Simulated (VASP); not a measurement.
# Mg2O (P4/nmm) in VASP: relaxation of cell and atoms with PBE

Aim: the relaxation of cell and atoms of Mg2O with PBE.

Everything below comes from runs of VASP 6.6.1. Logs are shortened: lines on timing, memory, paths and dates and some standing lists are left out, and cuts for length are marked.

### Step 1. The cell of the first run

Symmetry: P4/nmm, No. 129, tetragonal system. The conventional cell has a = 3.048 Å, b = 3.048 Å, c = 8.955 Å, α = 90.00°, β = 90.00°, γ = 90.00°. Mg (site symmetry 4mm) has 5 O at 2.12 to 2.16 Å within 2.8 Å. Within 3.2 Å of Mg (site symmetry 4mm) lie 1 O at 2.29 Å and 12 Mg at 3.05 to 3.15 Å. O (site symmetry 4mm) has 6 Mg at 2.12 to 2.29 Å within 2.8 Å.

### Step 2. Relaxation of cell and atoms, PBE

INCAR reads:

```
SYSTEM = Mg2O
PREC = Accurate
ENCUT = 600
EDIFF = 1E-7
ISMEAR = 0
SIGMA = 0.1
LREAL = .FALSE.
LASPH = .TRUE.
NELM = 80
ALGO = Normal
ISIF = 3
LWAVE = .FALSE.
LCHARG = .FALSE.
GGA = PE
IBRION = 2
NSW = 100
EDIFFG = -0.01
```

KPOINTS reads:

```
regular mesh
0
G
  10 10 4
  0 0 0
```

POSCAR reads:

```
Mg2O
1.0
    3.0479281956      0.0000000000      0.0000000000
    0.0000000000      3.0479281956      0.0000000000
    0.0000000000      0.0000000000      8.9550534089
Mg O
4 2
Direct
    0.5000000000      0.0000000000      0.1183405525
    0.0000000000      0.5000000000      0.8816594475
    0.0000000000      0.5000000000      0.3748552781
    0.5000000000      0.0000000000      0.6251447219
    0.5000000000      0.0000000000      0.8812472425
    0.0000000000      0.5000000000      0.1187527575
```

Potentials or basis: VASP PAW PBE potentials, release 64 (Mg, O).

Command:

```console
> cat potpaw_PBE.64/Mg/POTCAR potpaw_PBE.64/O/POTCAR > POTCAR
> mpirun -np 1 vasp_std > vasp.out
```

OUTCAR:

```text
SYSTEM = Mg2O
   PREC = Accurate
   ENCUT = 600
   EDIFF = 1E-7
   ISMEAR = 0
   LREAL = .FALSE.
   LASPH = .TRUE.
   NELM = 80
   ISIF = 3
   GGA = PE
   IBRION = 2
   NSW = 100
   EDIFFG = -0.01

 ion  position               nearest neighbor table
   1  0.500  0.000  0.118-   5 2.12   6 2.16   6 2.16   6 2.16   6 2.16   2 3.02   2 3.02   2 3.02
                             2 3.02   3 3.15   3 3.15   3 3.15   3 3.15
   2  0.000  0.500  0.882-   6 2.12   5 2.16   5 2.16   5 2.16   5 2.16   1 3.02   1 3.02   1 3.02
                             1 3.02   4 3.15   4 3.15   4 3.15   4 3.15
   3  0.000  0.500  0.375-   6 2.29   4 3.11   4 3.11   4 3.11   4 3.11   1 3.15   1 3.15   1 3.15
                             1 3.15
   4  0.500  0.000  0.625-   5 2.29   3 3.11   3 3.11   3 3.11   3 3.11   2 3.15   2 3.15   2 3.15
                             2 3.15
   5  0.500  0.000  0.881-   1 2.12   2 2.16   2 2.16   2 2.16   2 2.16   4 2.29
   6  0.000  0.500  0.119-   2 2.12   1 2.16   1 2.16   1 2.16   1 2.16   3 2.29

  LATTYP: Found a simple tetragonal cell.
 ALAT       =     3.0479281956
 C/A-ratio  =     2.9380788635

  Lattice vectors:

 A1 = (   3.0479281956,   0.0000000000,   0.0000000000)
 A2 = (   0.0000000000,   3.0479281956,   0.0000000000)
 A3 = (   0.0000000000,   0.0000000000,   8.9550534089)

Analysis of symmetry for initial positions (statically):
=====================================================================
 Subroutine PRICEL returns:
 Original cell was already a primitive cell.

 Routine SETGRP: Setting up the symmetry group for a
 simple tetragonal supercell.

 Subroutine GETGRP returns: Found 16 space group operations
 (whereof  8 operations were pure point group operations)
 out of a pool of 16 trial point group operations.

The static configuration has the point symmetry D_2d.
 The point group associated with its full space group is D_4h.

Analysis of symmetry for dynamics (positions and initial velocities):
=====================================================================
 Subroutine PRICEL returns:
 Original cell was already a primitive cell.

 Routine SETGRP: Setting up the symmetry group for a
 simple tetragonal supercell.

 Subroutine GETGRP returns: Found 16 space group operations
 (whereof  8 operations were pure point group operations)
 out of a pool of 16 trial point group operations.

The dynamic configuration has the point symmetry D_2d.
 The point group associated with its full space group is D_4h.

 Subroutine INISYM returns: Found 16 space group operations
 (whereof  8 operations are pure point group operations),
 and found     1 'primitive' translations

[... 127 lines left out ...]
   GGA     = PE    functional components
   LHFCALC =     F    Hartree Fock is set to
   AEXX    =    0.0000 exact exchange contribution
   IVDW    =     0    specifies the selected vdW correction
   LEPSILON=     F    determine dielectric tensor
   LRPA    =     F    only Hartree local field effects (RPA)
 conjugate gradient relaxation of ions
 non-spin polarized calculation
 Gauss-broadening in eV      SIGMA  =   0.10
  energy-cutoff  :      600.00
  volume of cell :       83.19
 maximum number of plane-waves:      2816
   NGX = 13   NGY = 13   NGZ = 35

--------------------------------------- Ionic step        1  -------------------------------------------

 number of electron      20.0000008 magnetization

 Free energy of the ion-electron system (eV)
  ---------------------------------------------------
  ext. energy  EPLUGINS =         0.00000000
  ---------------------------------------------------
  free energy    TOTEN  =       -25.69169177 eV

  energy without entropy =      -25.68706575  energy(sigma->0) =      -25.68937876

------------------------ aborting loop because EDIFF is reached ----------------------------------------

  FORCE on cell =-STRESS in cart. coord.  units (eV):
  Direction    XX          YY          ZZ          XY          YZ          ZX
  --------------------------------------------------------------------------------------
  -------------------------------------------------------------------------------------
  Total       -0.4754896     -0.4754896     -0.5860540      0.0000000      0.0000000      0.0000000
  in kB       -9.1574370     -9.1574370    -11.2867934      0.0000000      0.0000000      0.0000000
  external PRESSURE =      -9.8672225 kB  Pullay stress =       0.0000000 kB
[... 227 lines left out ...]
--------------------------------------- Ionic step        7  -------------------------------------------

 number of electron      20.0000009 magnetization

 Free energy of the ion-electron system (eV)
  ---------------------------------------------------
  ext. energy  EPLUGINS =         0.00000000
  ---------------------------------------------------
  free energy    TOTEN  =       -25.69777694 eV

  energy without entropy =      -25.69355876  energy(sigma->0) =      -25.69566785

 E-fermi :   4.9056     XC(G=0):  -9.7646

 val. band max:        4.8389275512   @ k =   0.4000   0.0000   0.5000
 cond. band min:       4.9689658115   @ k =   0.4000   0.1000   0.2500
 fundamental gap:      0.1300382603
 Fermi energy:         4.9055900618

 k-point     1 :       0.0000    0.0000    0.0000
  band No.  band energies     occupation
      1     -15.4824      2.00000
      2     -14.7569      2.00000
      3      -2.7961      2.00000
      4      -1.2739      2.00000
      5      -0.8596      2.00000
      6       0.1502      2.00000
      7       0.1502      2.00000
      8       0.8130      2.00000
      9       0.8130      2.00000
     10       2.9599      2.00000
     11       4.4213      2.00000
     12       9.2657      0.00000
     13       9.5929      0.00000
     14      10.5866      0.00000
[... 377 lines left out ...]
      1     -15.2789      2.00000
      2     -14.6714      2.00000
      3      -2.2876      2.00000
      4      -1.8351      2.00000
      5      -0.8631      2.00000
      6      -0.3091      2.00000
      7       0.2398      2.00000
      8       0.4292      2.00000
      9       0.7813      2.00000
     10       2.9276      2.00000
     11       5.8017      0.00000
     12       8.0061      0.00000
     13       8.8572      0.00000
     14      10.2651      0.00000

 [... further k-points ...]

------------------------ aborting loop because EDIFF is reached ----------------------------------------

  FORCE on cell =-STRESS in cart. coord.  units (eV):
  Direction    XX          YY          ZZ          XY          YZ          ZX
  --------------------------------------------------------------------------------------
  -------------------------------------------------------------------------------------
  Total        0.0163829      0.0163829     -0.0531675      0.0000000      0.0000000      0.0000000
  in kB        0.3206107      0.3206107     -1.0404790      0.0000000      0.0000000      0.0000000
  external PRESSURE =      -0.1330858 kB  Pullay stress =       0.0000000 kB
[... 21 lines left out ...]
  FREE ENERGIE OF THE ION-ELECTRON SYSTEM (eV)
  ---------------------------------------------------
  free  energy   TOTEN  =       -25.6977769401 eV

  energy  without entropy=      -25.6935587550  energy(sigma->0) =      -25.69566785

 reached required accuracy - stopping structural energy minimisation
```

OSZICAR:

```text
N       E                     dE             d eps       ncg     rms          rms(c)
DAV:   1     0.104693717983E+03    0.10469E+03   -0.94446E+03  1764   0.135E+03
DAV:   2    -0.180025618168E+02   -0.12270E+03   -0.11717E+03  2338   0.232E+02
DAV:   3    -0.293265110163E+02   -0.11324E+02   -0.11254E+02  2268   0.816E+01
[... 58 lines left out ...]
DAV:   3    -0.256977993505E+02    0.20547E-03   -0.43467E-04  2202   0.180E-01    0.324E-02
DAV:   4    -0.256977788414E+02    0.20509E-04   -0.94938E-05  2196   0.796E-02    0.782E-03
DAV:   5    -0.256977772212E+02    0.16203E-05   -0.41805E-06  2292   0.169E-02    0.326E-03
DAV:   6    -0.256977769489E+02    0.27223E-06   -0.74607E-07  2238   0.785E-03    0.125E-03
DAV:   7    -0.256977769401E+02    0.88241E-08   -0.20639E-07  1180   0.380E-03
   7 F= -.25697777E+02 E0= -.25695668E+02  d E =-.416428E-03
```

CONTCAR:

```text
Mg2O
   1.00000000000000
     3.0421526733098987    0.0000000000000000   -0.0000000000000000
     0.0000000000000000    3.0421526733098987    0.0000000000000000
    -0.0000000000000000    0.0000000000000000    8.8463013969510005
  Mg              O
     4     2
Direct
     0.5000000000000000    0.0000000000000000    0.1201118507394957
     1.0000000000000000    0.5000000000000000    0.8798881492605043
     0.0000000000000000    0.5000000000000000    0.3768235398766558
     0.5000000000000000    0.0000000000000000    0.6231764601233443
     0.5000000000000000    0.0000000000000000    0.8798648672558993
     0.0000000000000000    0.5000000000000000    0.1201351327441007

  0.00000000E+00  0.00000000E+00  0.00000000E+00
  0.00000000E+00  0.00000000E+00  0.00000000E+00
  0.00000000E+00  0.00000000E+00  0.00000000E+00
  0.00000000E+00  0.00000000E+00  0.00000000E+00
  0.00000000E+00  0.00000000E+00  0.00000000E+00
  0.00000000E+00  0.00000000E+00  0.00000000E+00
```

Wall time 3.4 min (1 thread of Intel Xeon 8259CL, shared host); peak memory 0.26 GiB.

What came out:

* Free energy: -25.6978 eV
* Relaxed volume: 13.64 Å³/atom
* Relaxed cell: a = 3.042 Å, b = 3.042 Å, c = 8.846 Å, α = 90.00°, β = 90.00°, γ = 90.00°
* Space group after relaxing (to 0.1 Å): P4/nmm (No. 129)
* Energy gained by relaxing: 1.0 meV/atom
* Ionic steps: 7
* Pressure after relaxing: 0.0 GPa
* Largest force after relaxing: 0.008 eV/Å
* Band gap on the k mesh: zero (bands 10 and 11 overlap by 1.19 eV)

Forces in eV/Å, atoms in the order of the input:
```
Mg   0.000  0.000 -0.005
Mg   0.000  0.000  0.005
Mg   0.000  0.000 -0.002
Mg   0.000  0.000  0.002
O    0.000  0.000  0.008
O    0.000  0.000 -0.008
```

Stress tensor (GPa, compression positive):
```
 0.03  0.00  0.00
 0.00  0.03  0.00
 0.00  0.00 -0.10
```

Step by step:
```csv
step,energy change (eV),largest force (eV/Å),pressure (GPa),volume (Å³)
1,0.0000,0.0484,-0.99,83.19
2,-0.0035,0.0634,0.04,82.17
3,-0.0035,0.0650,0.09,82.11
4,-0.0044,0.0412,0.08,82.06
5,-0.0057,0.0368,0.02,81.90
6,-0.0057,0.0430,0.02,81.87
7,-0.0061,0.0080,-0.01,81.87
```

Final structure:
```
Mg O
1.0
     3.04215    0.00000    0.00000
     0.00000    3.04215    0.00000
     0.00000    0.00000    8.84630
Mg O
4 2
Direct
  0.50000 0.00000 0.12011
  0.00000 0.50000 0.87989
  0.00000 0.50000 0.37682
  0.50000 0.00000 0.62318
  0.50000 0.00000 0.87986
  0.00000 0.50000 0.12014
```

The gap in the log of VASP goes by the Fermi energy; the results here count the filled bands.